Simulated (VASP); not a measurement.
The system is Sc.

```xyz
2
Lattice="3.3088 0.0000 0.0000 -1.6544 2.8655 0.0000 0.0000 0.0000 5.2680" Properties=species:S:1:pos:R:3 pbc="T T T"
Sc    0.0000    1.9103    1.3170
Sc    1.6544    0.9552    3.9510
```

Program: VASP 6.6.1. Alike in all runs: task electric field gradients; no spin polarisation; cell as given; k mesh 13 × 13 × 7; cutoff (eV) 520; smearing fermi-dirac 0.03 eV.

Q: Order these runs on this cell by their pressure, lowest first.
A. level LDA; potentials or basis VASP PAW LDA potentials, release 64 (Sc_sv)
B. level r2SCAN; potentials or basis VASP PAW PBE potentials, release 64 (Sc_sv)
C. level PBEsol; potentials or basis VASP PAW PBE potentials, release 64 (Sc_sv)

A: A (-5.2 GPa), C (-2.8 GPa), B (0.1 GPa).

Caveats: the PAW data sets were made with another functional, which shifts forces and pressure a little (at least some runs); the cell stands under tension (at least some runs).
